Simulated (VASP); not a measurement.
# ZrN in VASP: relaxation of the atoms with PBE

Aim: the relaxation of the atoms of ZrN with PBE.

Program: VASP 6.6.1. These are calculated values, not measurements. Logs are shortened: lines on timing, memory, paths and dates and some standing lists are left out, and cuts for length are marked.

### Step 1. The cell of the first run

The cell holds a slab with vacuum, 10 atoms: a = 3.249 Å, b = 3.249 Å, c = 24.189 Å, α = 90.00°, β = 90.00°, γ = 90.00°.

### Step 2. Relaxation of the atoms, PBE

INCAR

```
SYSTEM = ZrN
PREC = Accurate ; ENCUT = 520
EDIFF = 1E-7 ; ISMEAR = 0
SIGMA = 0.1 ; LREAL = .False.
LASPH = .True. ; NELM = 120
ALGO = Normal ; ISIF = 2
LWAVE = .False. ; LCHARG = .False.
LDIPOL = .True. ; IDIPOL = 3
DIPOL = 0.5 0.5 0.500 ; GGA = PE
IBRION = 2 ; NSW = 80
EDIFFG = -0.02 ; GGA_COMPAT = .False.
NELMIN = 4 ; NELMDL = -8
KPAR = 4
```

KPOINTS

```
regular mesh
0
Gamma
  11 11 1
  0 0 0
```

POSCAR

```
ZrN
1.0
    3.2489094155      0.0000000000      0.0000000000
    0.0000000000      3.2489094155      0.0000000000
    0.0000000000      0.0000000000     24.1893035168
Zr N
5 5
Direct
    0.5000000000      0.5000000000      0.3100544005
    0.0000000000      0.0000000000      0.4050272002
    0.5000000000      0.5000000000      0.5000000000
    0.0000000000      0.0000000000      0.5949727998
    0.5000000000      0.5000000000      0.6899455995
    0.0000000000      0.0000000000      0.3100544005
    0.5000000000      0.5000000000      0.4050272002
    0.0000000000      0.0000000000      0.5000000000
    0.5000000000      0.5000000000      0.5949727998
    0.0000000000      0.0000000000      0.6899455995
```

Potentials or basis: VASP PAW PBE potentials, release 64 (Zr_sv, N).

Started as:

```console
$ cat potpaw_PBE.64/Zr_sv/POTCAR potpaw_PBE.64/N/POTCAR > POTCAR
$ mpirun -np 4 vasp_std > vasp.out
```

OUTCAR:

```text
SYSTEM = ZrN
   PREC = Accurate
   ENCUT = 520
   EDIFF = 1E-7
   ISMEAR = 0
   LREAL = .False.
   LASPH = .True.
   NELM = 120
   ISIF = 2
   GGA = PE
   IBRION = 2
   NSW = 80
   EDIFFG = -0.02
   NELMIN = 4
   NELMDL = -8

 ion  position               nearest neighbor table
   1  0.500  0.500  0.310-   7 2.30   6 2.30   6 2.30   6 2.30   6 2.30   2 3.25   2 3.25   2 3.25
                             2 3.25
   2  0.000  0.000  0.405-   6 2.30   7 2.30   7 2.30   7 2.30   7 2.30   8 2.30   1 3.25   1 3.25
                             1 3.25   1 3.25   3 3.25   3 3.25   3 3.25   3 3.25
   3  0.500  0.500  0.500-   8 2.30   8 2.30   8 2.30   8 2.30   9 2.30   7 2.30   4 3.25   4 3.25
                             2 3.25   4 3.25   2 3.25   2 3.25   4 3.25   2 3.25
   4  0.000  0.000  0.595-  10 2.30   9 2.30   9 2.30   9 2.30   9 2.30   8 2.30   5 3.25   5 3.25
                             5 3.25   5 3.25   3 3.25   3 3.25   3 3.25   3 3.25
   5  0.500  0.500  0.690-   9 2.30  10 2.30  10 2.30  10 2.30  10 2.30   4 3.25   4 3.25   4 3.25
                             4 3.25
   6  0.000  0.000  0.310-   2 2.30   1 2.30   1 2.30   1 2.30   1 2.30
   7  0.500  0.500  0.405-   1 2.30   2 2.30   2 2.30   2 2.30   2 2.30   3 2.30
   8  0.000  0.000  0.500-   3 2.30   3 2.30   3 2.30   3 2.30   4 2.30   2 2.30
   9  0.500  0.500  0.595-   5 2.30   4 2.30   4 2.30   4 2.30   4 2.30   3 2.30
  10  0.000  0.000  0.690-   4 2.30   5 2.30   5 2.30   5 2.30   5 2.30

  LATTYP: Found a simple tetragonal cell.
 ALAT       =     3.2489094155
 C/A-ratio  =     7.4453610191

  Lattice vectors:

 A1 = (   3.2489094155,   0.0000000000,   0.0000000000)
 A2 = (   0.0000000000,   3.2489094155,   0.0000000000)
 A3 = (   0.0000000000,   0.0000000000,  24.1893035168)

Analysis of symmetry for initial positions (statically):
=====================================================================
 Subroutine PRICEL returns:
 Original cell was already a primitive cell.

 Routine SETGRP: Setting up the symmetry group for a
 simple tetragonal supercell.

 Subroutine GETGRP returns: Found 16 space group operations
 (whereof 16 operations were pure point group operations)
 out of a pool of 16 trial point group operations.

The static configuration has the point symmetry D_4h.

Analysis of symmetry for dynamics (positions and initial velocities):
=====================================================================
 Subroutine PRICEL returns:
 Original cell was already a primitive cell.

[... 140 lines left out ...]
  volume/ion in A,a.u.               =      25.53       172.30
  Fermi-wavevector in a.u.,A,eV,Ry     =   1.134614  2.144110 17.515457  1.287350
  Thomas-Fermi vector in A             =   2.271318
   LORBIT       =      0    0 simple, 1 ext, 2 COOP (PROOUT), +10 PAW based schemes
   GGA     = PE    functional components
   LHFCALC =     F    Hartree Fock is set to
   AEXX    =    0.0000 exact exchange contribution
   IVDW    =     0    specifies the selected vdW correction
   LEPSILON=     F    determine dielectric tensor
   LRPA    =     F    only Hartree local field effects (RPA)
 conjugate gradient relaxation of ions
 non-spin polarized calculation
 Gauss-broadening in eV      SIGMA  =   0.10
  energy-cutoff  :      520.00
  volume of cell :      255.33
 maximum number of plane-waves:      6936
   NGX = 13   NGY = 13   NGZ = 89

--------------------------------------- Ionic step        1  -------------------------------------------

 number of electron      84.9999997 magnetization

 Free energy of the ion-electron system (eV)
  ---------------------------------------------------
  ext. energy  EPLUGINS =         0.00000000
  ---------------------------------------------------
  free energy    TOTEN  =       -99.72908561 eV

  energy without entropy =      -99.69794999  energy(sigma->0) =      -99.71351780

------------------------ aborting loop because EDIFF is reached ----------------------------------------

  FORCE on cell =-STRESS in cart. coord.  units (eV):
  Direction    XX          YY          ZZ          XY          YZ          ZX
  --------------------------------------------------------------------------------------
  -------------------------------------------------------------------------------------
  Total       -5.4527507     -5.4527507     -3.3194451      0.0000000      0.0000000      0.0000000
  in kB      -34.2158753    -34.2158753    -20.8294354      0.0000000      0.0000000      0.0000000
  external PRESSURE =     -29.7537287 kB  Pullay stress =       0.0000000 kB
[... 333 lines left out ...]
  FREE ENERGIE OF THE ION-ELECTRON SYSTEM (eV)
  ---------------------------------------------------
  free  energy   TOTEN  =      -100.0359865921 eV

  energy  without entropy=     -100.0131272196  energy(sigma->0) =     -100.02455691

 dipolmoment           0.000000      0.000000      0.000000 electrons x Angstroem

--------------------------------------- Ionic step        9  -------------------------------------------

 number of electron      84.9999997 magnetization

 dipolmoment           0.000000      0.000000     -0.000000 electrons x Angstroem

 Free energy of the ion-electron system (eV)
  ---------------------------------------------------
  ext. energy  EPLUGINS =         0.00000000
  ---------------------------------------------------
  free energy    TOTEN  =      -100.03604269 eV

  energy without entropy =     -100.01327128  energy(sigma->0) =     -100.02465699

 E-fermi :   4.3824     XC(G=0):  -6.6224

 val. band max:        4.3649906767   @ k =   0.2727   0.0909   0.0000
 cond. band min:       4.3829542881   @ k =   0.4545   0.2727   0.0000
 fundamental gap:      0.0179636114
 Fermi energy:         4.3823976410

 k-point     1 :       0.0000    0.0000    0.0000
  band No.  band energies     occupation
      1     -45.2249      2.00000
      2     -45.2217      2.00000
      3     -45.1437      2.00000
      4     -44.9840      2.00000
      5     -44.9607      2.00000
      6     -23.6990      2.00000
[... 1123 lines left out ...]
     50       7.6506      0.00000
     51       8.3474      0.00000

------------------------ aborting loop because EDIFF is reached ----------------------------------------

 vacuum level on the upper side and lower side of the slab       (xc-potential included)        -0.008        -0.008

  FORCE on cell =-STRESS in cart. coord.  units (eV):
  Direction    XX          YY          ZZ          XY          YZ          ZX
  --------------------------------------------------------------------------------------
  -------------------------------------------------------------------------------------
  Total       -4.9253153     -4.9253153     -0.4392299      0.0000000     -0.0000000     -0.0000000
  in kB      -30.9062314    -30.9062314     -2.7561568      0.0000000     -0.0000000     -0.0000000
  external PRESSURE =     -21.5228732 kB  Pullay stress =       0.0000000 kB
[... 25 lines left out ...]
  FREE ENERGIE OF THE ION-ELECTRON SYSTEM (eV)
  ---------------------------------------------------
  free  energy   TOTEN  =      -100.0360426935 eV

  energy  without entropy=     -100.0132712841  energy(sigma->0) =     -100.02465699

 reached required accuracy - stopping structural energy minimisation

 vacuum level on the upper side and lower side of the slab         6.717         6.717
```

OSZICAR:

```text
N       E                     dE             d eps       ncg     rms          rms(c)
DAV:   1     0.951296608770E+03    0.95130E+03   -0.44846E+04  2326   0.155E+03
DAV:   2    -0.204753695270E+02   -0.97177E+03   -0.95235E+03  2667   0.465E+02
[... 127 lines left out ...]
DAV:   1    -0.100035975342E+03    0.11279E-04   -0.44805E-02  2142   0.118E+00    0.291E-02
DAV:   2    -0.100036047366E+03   -0.72024E-04   -0.89194E-04  2633   0.163E-01    0.170E-02
DAV:   3    -0.100036044198E+03    0.31686E-05   -0.79771E-05  2981   0.463E-02    0.118E-02
DAV:   4    -0.100036042921E+03    0.12768E-05   -0.22675E-05  2796   0.239E-02    0.647E-03
DAV:   5    -0.100036042651E+03    0.26927E-06   -0.57355E-06  2691   0.121E-02    0.196E-03
DAV:   6    -0.100036042694E+03   -0.42014E-07   -0.62164E-07  2204   0.379E-03
   9 F= -.10003604E+03 E0= -.10002466E+03  d E =-.642240E-03
```

Wall time 12 min (4 MPI ranks of Oxide Virtual Turin-like, shared host); peak memory 0.44 GiB.

What came out:

* Free energy: -100.0360 eV
* Energy gained by relaxing: 30.7 meV/atom
* Ionic steps: 9
* Largest force after relaxing: 0.019 eV/Å
* Band gap on the k mesh: zero (an odd number of electrons rules out a gap without spin polarisation)

Forces in eV/Å, atoms in the order of the input:
```
Zr   0.000  0.000  0.019
Zr   0.000  0.000  0.014
Zr   0.000  0.000  0.000
Zr   0.000  0.000 -0.014
Zr   0.000  0.000 -0.019
N    0.000  0.000  0.012
N    0.000  0.000 -0.005
N    0.000  0.000  0.000
N    0.000  0.000  0.005
N    0.000  0.000 -0.012
```

The path:
| step | energy change (eV) | largest force (eV/Å) | pressure (GPa) |
| --- | --- | --- | --- |
| 1 | 0.0000 | 1.7039 | -2.98 |
| 2 | -0.2784 | 0.4359 | -2.29 |
| 3 | -0.2871 | 0.3716 | -2.11 |
| 4 | -0.2871 | 0.3434 | -2.13 |
| 5 | -0.2999 | 0.2137 | -2.17 |
| 6 | -0.3063 | 0.0579 | -2.21 |
| 7 | -0.3063 | 0.0554 | -2.21 |
| 8 | -0.3069 | 0.0238 | -2.17 |
| 9 | -0.3070 | 0.0193 | -2.15 |

Final structure:
```
CELL_PARAMETERS angstrom
3.24891 0.00000 0.00000
0.00000 3.24891 0.00000
0.00000 0.00000 24.18930
ATOMIC_POSITIONS crystal
Zr 0.50000 0.50000 0.31467
Zr 0.00000 0.00000 0.40483
Zr 0.50000 0.50000 0.50000
Zr 0.00000 0.00000 0.59517
Zr 0.50000 0.50000 0.68533
N 0.00000 0.00000 0.30699
N 0.50000 0.50000 0.40520
N 0.00000 0.00000 0.50000
N 0.50000 0.50000 0.59480
N 0.00000 0.00000 0.69301
```

Caveat: an odd number of electrons without spin polarisation forces a metal; a magnetic or distorted state may lie lower.
